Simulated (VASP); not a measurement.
# Zn16S15N (a cell with a defect) in VASP: electric field gradients with PBE

Aim: the electric field gradients of Zn16S15N (a cell with a defect) with PBE.

Everything below comes from runs of VASP 6.6.1. Logs are shortened: lines on timing, memory, paths and dates and some standing lists are left out, and cuts for length are marked.

## Step 1: The cell of the first run

The cell holds a defect, 32 atoms: a = 7.622 Å, b = 7.622 Å, c = 12.468 Å, α = 90.00°, β = 90.00°, γ = 120.00°.

## Step 2: Electric field gradients, PBE

Contents of INCAR:

```
ALGO = Normal ; EDIFF = 1E-8
ENCUT = 520 ; GGA = PE
ISIF = 2 ; ISMEAR = -1
KPAR = 4 ; LASPH = True
LCHARG = False ; LEFG = True
LREAL = Auto ; LWAVE = False
NBANDS = 166 ; NELECT = 288.0
NELM = 80 ; PREC = Accurate
SIGMA = 0.01
```

Contents of KPOINTS:

```
k-points
0
Gamma
  3 3 2
```

Contents of POSCAR:

```
Zn16S15N
1.0
    7.6220000000      0.0000000000      0.0000000000
   -3.8110000000      6.6008456276      0.0000000000
    0.0000000000      0.0000000000     12.4680000000
Zn N S
16 1 15
Direct
    0.1666666666      0.3333333334      0.0000000000
    0.1666666666      0.3333333334      0.5000000000
    0.1666666666      0.8333333334      0.0000000000
    0.1666666666      0.8333333334      0.5000000000
    0.6666666666      0.3333333334      0.0000000000
    0.6666666666      0.3333333334      0.5000000000
    0.6666666666      0.8333333334      0.0000000000
    0.6666666666      0.8333333334      0.5000000000
    0.3333333334      0.1666666666      0.2500000000
    0.3333333334      0.1666666666      0.7500000000
    0.3333333334      0.6666666666      0.2500000000
    0.3333333334      0.6666666666      0.7500000000
    0.8333333334      0.1666666666      0.2500000000
    0.8333333334      0.1666666666      0.7500000000
    0.8333333334      0.6666666666      0.2500000000
    0.8333333334      0.6666666666      0.7500000000
    0.1666666666      0.3333333334      0.1925000000
    0.1666666666      0.3333333334      0.6925000000
    0.1666666666      0.8333333334      0.1925000000
    0.1666666666      0.8333333334      0.6925000000
    0.6666666666      0.3333333334      0.1925000000
    0.6666666666      0.3333333334      0.6925000000
    0.6666666666      0.8333333334      0.1925000000
    0.6666666666      0.8333333334      0.6925000000
    0.3333333334      0.1666666666      0.4425000000
    0.3333333334      0.1666666666      0.9425000000
    0.3333333334      0.6666666666      0.4425000000
    0.3333333334      0.6666666666      0.9425000000
    0.8333333334      0.1666666666      0.4425000000
    0.8333333334      0.1666666666      0.9425000000
    0.8333333334      0.6666666666      0.4425000000
    0.8333333334      0.6666666666      0.9425000000
```

Potentials or basis: VASP PAW PBE potentials, release 64 (Zn, N, S).

Command:

```
$ cat potpaw_PBE.64/Zn/POTCAR potpaw_PBE.64/N/POTCAR potpaw_PBE.64/S/POTCAR > POTCAR
$ mpirun -np 4 vasp_std > vasp.out
```

OUTCAR:

```text
EDIFF = 1E-8
   ENCUT = 520
   GGA = PE
   ISIF = 2
   ISMEAR = -1
   LASPH = True
   LREAL = Auto
   NELECT = 288.0
   NELM = 80
   PREC = Accurate

 ion  position               nearest neighbor table
   1  0.167  0.333  0.000-  28 2.31  30 2.31  26 2.31  17 2.40
   2  0.167  0.333  0.500-  27 2.31  29 2.31  25 2.31  18 2.40
   3  0.167  0.833  0.000-  26 2.31  32 2.31  28 2.31  19 2.40
   4  0.167  0.833  0.500-  25 2.31  31 2.31  27 2.31  20 2.40
   5  0.667  0.333  0.000-  32 2.31  26 2.31  30 2.31  21 2.40
   6  0.667  0.333  0.500-  31 2.31  25 2.31  29 2.31  22 2.40
[... 24 lines left out ...]
  31  0.833  0.667  0.443-   6 2.31   4 2.31   8 2.31  15 2.40
  32  0.833  0.667  0.943-   5 2.31   3 2.31   7 2.31  16 2.40

  LATTYP: Found a hexagonal cell.
 ALAT       =     7.6220000000
 C/A-ratio  =     1.6357911309

  Lattice vectors:

 A1 = (   7.6220000000,   0.0000000000,   0.0000000000)
 A2 = (  -3.8110000000,   6.6008456276,   0.0000000000)
 A3 = (   0.0000000000,   0.0000000000,  12.4680000000)

Analysis of symmetry for initial positions (statically):
=====================================================================
 Subroutine PRICEL returns:
 Original cell was already a primitive cell.

 Routine SETGRP: Setting up the symmetry group for a
 hexagonal supercell.

 Subroutine GETGRP returns: Found  6 space group operations
 (whereof  2 operations were pure point group operations)
 out of a pool of 24 trial point group operations.

The static configuration has the point symmetry C_1h.
 The point group associated with its full space group is C_3v.

Analysis of symmetry for dynamics (positions and initial velocities):
=====================================================================
 Subroutine PRICEL returns:
 Original cell was already a primitive cell.

 Routine SETGRP: Setting up the symmetry group for a
 hexagonal supercell.

 Subroutine GETGRP returns: Found  6 space group operations
 (whereof  2 operations were pure point group operations)
 out of a pool of 24 trial point group operations.

The dynamic configuration has the point symmetry C_1h.
[... 1149 lines left out ...]
 [bands above 156 left out]

------------------------ aborting loop because EDIFF is reached ----------------------------------------

  FORCE on cell =-STRESS in cart. coord.  units (eV):
  Direction    XX          YY          ZZ          XY          YZ          ZX
  --------------------------------------------------------------------------------------
  -------------------------------------------------------------------------------------
  Total       13.8854255     13.8854255      6.4109861      0.0000000      0.0000000     -0.0000000
  in kB       35.4653672     35.4653672     16.3745775      0.0000000      0.0000000     -0.0000000
  external PRESSURE =      29.1017706 kB  Pullay stress =       0.0000000 kB

 VOLUME and BASIS-vectors are now :
 -----------------------------------------------------------------------------
  energy-cutoff  :      520.00
  volume of cell :      627.29
      direct lattice vectors                 reciprocal lattice vectors
     7.622000000  0.000000000  0.000000000     0.131199160  0.075747871  0.000000000
    -3.811000000  6.600845628  0.000000000     0.000000000  0.151495741  0.000000000
     0.000000000  0.000000000 12.468000000     0.000000000  0.000000000  0.080205326

 POSITION                                       TOTAL-FORCE (eV/Angst)
 -----------------------------------------------------------------------------------
     -0.00000      2.20028      0.00000         0.000000      0.000000      2.621227
     -0.00000      2.20028      6.23400         0.000000      0.000000      0.030618
     -1.90550      5.50070      0.00000         0.053627      0.030961      0.542300
     -1.90550      5.50070      6.23400         0.086436      0.049904      0.220048
      3.81100      2.20028      0.00000         0.000000     -0.061923      0.542300
      3.81100      2.20028      6.23400         0.000000     -0.099807      0.220048
[... 24 lines left out ...]
      3.81100      4.40056      5.51709         0.000000      0.000000     -0.199667
      3.81100      4.40056     11.75109         0.000000      0.000000     -0.458068
 -----------------------------------------------------------------------------------
    total drift:                               -0.000002     -0.000004      0.035574

  FREE ENERGIE OF THE ION-ELECTRON SYSTEM (eV)
  ---------------------------------------------------
  free  energy   TOTEN  =      -106.1097815782 eV

  energy  without entropy=     -106.1097815782  energy(sigma->0) =     -106.10978158

 Electric field gradients (V/A^2)
---------------------------------------------------------------------
 ion       V_xx      V_yy      V_zz      V_xy      V_xz      V_yz
---------------------------------------------------------------------
   1      -6.579    -6.579    13.158    -0.001     0.000    -0.000
   2     -11.351   -11.352    22.703    -0.001     0.000    -0.000
   3      -6.593    -7.765    14.358     1.013     1.312     0.758
   4     -10.799   -12.117    22.917     1.140     0.348     0.201
   5      -8.349    -6.009    14.358    -0.001     0.000    -1.515
   6     -12.775   -10.142    22.917    -0.001     0.000    -0.402
[... 24 lines left out ...]
  31       4.942     4.942    -9.884    -0.000     0.000    -0.000
  32       0.997     0.996    -1.993    -0.001     0.000    -0.000
---------------------------------------------------------------------

 Electric field gradients after diagonalization (V/A^2)
 (convention: |V_zz| > |V_xx| > |V_yy|)
----------------------------------------------------------------------
 ion       V_xx      V_yy      V_zz     asymmetry (V_yy - V_xx)/ V_zz
----------------------------------------------------------------------
   1      -6.580    -6.578    13.158       0.000
   2     -11.352   -11.351    22.703       0.000
   3      -8.349    -6.121    14.470       0.154
   4     -12.775   -10.147    22.922       0.115
   5      -8.349    -6.121    14.470       0.154
   6     -12.775   -10.147    22.922       0.115
[... 24 lines left out ...]
  31       4.943     4.941    -9.884       0.000
  32       0.997     0.996    -1.993       0.001
----------------------------------------------------------------------

           NMR quadrupolar parameters

 Cq : quadrupolar parameter    Cq=e*Q*V_zz/h
 eta: asymmetry parameters     (V_yy - V_xx)/ V_zz
 Q  : nuclear electric quadrupole moment in mb (millibarn)
----------------------------------------------------------------------
 ion       Cq(MHz)       eta       Q (mb)
----------------------------------------------------------------------
   1       0.032       0.000       1.000
   2       0.055       0.000       1.000
   3       0.035       0.154       1.000
   4       0.055       0.115       1.000
   5       0.035       0.154       1.000
   6       0.055       0.115       1.000
[... 24 lines left out ...]
  31      -0.024       0.000       1.000
  32      -0.005       0.001       1.000
----------------------------------------------------------------------
```

Run time: 14 min. Hardware: 4 MPI ranks of Intel Xeon Platinum 8259CL at 2.50GHz (Skylake/Cascade Lake), shared host; peak memory 0.98 GiB.

Results:

* Free energy: -106.1098 eV
* Largest force: 2.621 eV/Å
* Largest electric field gradient by atom: Zn +13.2, +22.7, +14.5, +22.9, +24.6, +13.1, +27.7, +16.4 (each value once); N +5.0; S -10.6, -15.3, -18.5, -9.0, -9.9, -2.0 (each value once) V/Å²

Forces on the atoms (eV/Å):
```
Zn   0.000  0.000  2.621
Zn   0.000  0.000  0.031
Zn   0.054  0.031  0.542
Zn   0.086  0.050  0.220
Zn   0.000 -0.062  0.542
Zn   0.000 -0.100  0.220
Zn  -0.054  0.031  0.542
Zn  -0.086  0.050  0.220
Zn  -2.106  1.216 -0.698
Zn   0.026 -0.015  0.509
Zn   0.000 -2.432 -0.698
Zn   0.000  0.030  0.509
Zn   2.106  1.216 -0.698
Zn  -0.026 -0.015  0.509
Zn   0.000  0.000  0.059
Zn   0.000  0.000  0.421
N    0.000  0.000  0.006
S    0.000  0.000 -0.315
S   -0.022 -0.013 -0.337
S   -0.041 -0.024 -0.327
S    0.000  0.025 -0.337
S    0.000  0.047 -0.327
S    0.022 -0.013 -0.337
S    0.041 -0.024 -0.327
S    0.059 -0.034 -0.042
S    0.078 -0.045 -0.587
S    0.000  0.068 -0.042
S    0.000  0.090 -0.587
S   -0.059 -0.034 -0.042
S   -0.078 -0.045 -0.587
S    0.000  0.000 -0.200
S    0.000  0.000 -0.458
```

Levels at points of the mesh, in eV from the Fermi level:
```
           k point  band 140  band 141  band 142  band 143  band 144  band 145  band 146  band 147  band 148  band 149
(0.00, 0.00, 0.00)     -1.94     -1.94     -0.68     -0.26     -0.26      0.47      1.20      1.70      1.70      1.71
(0.00, 0.00, 0.50)     -1.99     -1.99     -0.85     -0.26     -0.26      1.19      1.37      1.41      1.64      1.70
```

Electric field gradients, principal values (V/Å²):
| atom | least | middle | greatest (by size) |
| --- | --- | --- | --- |
| 1 Zn | -6.578 | -6.580 | 13.158 |
| 2 Zn | -11.351 | -11.352 | 22.703 |
| 3 Zn | -6.121 | -8.349 | 14.470 |
| 4 Zn | -10.147 | -12.775 | 22.922 |
| 5 Zn | -6.121 | -8.349 | 14.470 |
| 6 Zn | -10.147 | -12.775 | 22.922 |
| 7 Zn | -6.120 | -8.350 | 14.470 |
| 8 Zn | -10.145 | -12.776 | 22.922 |
| 9 Zn | -9.343 | -15.272 | 24.615 |
| 10 Zn | -6.387 | -6.741 | 13.128 |
| 11 Zn | -9.344 | -15.271 | 24.615 |
| 12 Zn | -6.386 | -6.742 | 13.128 |
| 13 Zn | -9.344 | -15.271 | 24.615 |
| 14 Zn | -6.386 | -6.742 | 13.128 |
| 15 Zn | -13.834 | -13.836 | 27.670 |
| 16 Zn | -8.216 | -8.217 | 16.433 |
| 17 N | -2.491 | -2.492 | 4.983 |
| 18 S | 5.312 | 5.313 | -10.625 |
| 19 S | 5.234 | 10.091 | -15.326 |
| 20 S | 4.712 | 5.902 | -10.614 |
| 21 S | 5.234 | 10.091 | -15.326 |
| 22 S | 4.712 | 5.902 | -10.614 |
| 23 S | 5.235 | 10.092 | -15.327 |
| 24 S | 4.711 | 5.903 | -10.614 |
| 25 S | 7.339 | 11.113 | -18.452 |
| 26 S | 3.601 | 5.380 | -8.981 |
| 27 S | 7.339 | 11.113 | -18.452 |
| 28 S | 3.601 | 5.381 | -8.982 |
| 29 S | 7.339 | 11.113 | -18.452 |
| 30 S | 3.601 | 5.381 | -8.982 |
| 31 S | 4.941 | 4.943 | -9.884 |
| 32 S | 0.996 | 0.997 | -1.993 |

Caveat: the cell carries a net charge on a neutralising background, which shifts energy and pressure; the cell is charged against a uniform background, so pressure and absolute levels hang on convention; without QUAD_EFG the Cq values of the log hold for a quadrupole moment of 1 mb, not for the nuclei.
